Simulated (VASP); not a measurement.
# Cr: single point with revPBE

Cr:

```xyz
2
Lattice="0.0000 2.6999 2.6999 2.6999 0.0000 2.6999 2.6999 2.6999 0.0000" Properties=species:S:1:pos:R:3 pbc="T T T"
Cr    0.6750    0.6750    0.6750
Cr    4.7249    4.7249    4.7249
```

This isn't the form of Cr at room conditions, which is bcc.

| Item | Value |
| --- | --- |
| Program | VASP 6.6.1 |
| Task | single point |
| Functional | revPBE |
| Potentials or basis | VASP PAW PBE potentials, release 64 (Cr_pv) |
| Cutoff | 520 eV |
| k mesh | 11 × 11 × 11 |
| Occupations | fermi-dirac, width 0.05 eV |
| Spin | collinear spin, antiferromagnetic start |
| Starting moments | [2.902, -2.902] μB |
| Dipole correction | no |
| Further INCAR settings | ALGO = Normal; EDIFF = 1e-07; NBANDS = 23 |

- Pressure: 2.9 GPa
- Band gap on the k mesh: zero (filled and empty bands overlap)
- Net moment: 0.00 μB per cell
- Site moments: Cr +2.92, -2.92 μB
- Valence electrons inside the program's atomic spheres: Cr 10.89

Levels at points of the mesh, in eV from the Fermi level:
Spin up:
| k point | band 8 | band 9 | band 10 | band 11 | band 12 | band 13 | band 14 | band 15 | band 16 | band 17 |
| --- | --- | --- | --- | --- | --- | --- | --- | --- | --- | --- |
| (0.00, 0.00, 0.00) | -1.17 | -1.17 | -1.05 | -1.05 | -1.05 | 1.80 | 1.80 | 1.80 | 3.50 | 3.50 |
Spin down:
| k point | band 9 | band 10 | band 11 | band 12 | band 13 | band 14 | band 15 | band 16 |
| --- | --- | --- | --- | --- | --- | --- | --- | --- |
| (0.00, 0.00, 0.00) | -1.17 | -1.05 | -1.05 | -1.05 | 1.80 | 1.80 | 1.80 | 3.50 |

Wall time 54 s on 1 thread of Intel(R) Xeon(R) Platinum 8559C (Emerald Rapids) (shared host), peak memory 0.21 GiB.

Caveat: an empty level that is flat over the whole mesh can mark a ghost state of the potentials, or a narrow d or f band; the antiferromagnetic order is the one typed at the start, and another may lie lower; the PAW data sets were made with another functional, which shifts forces and pressure a little.
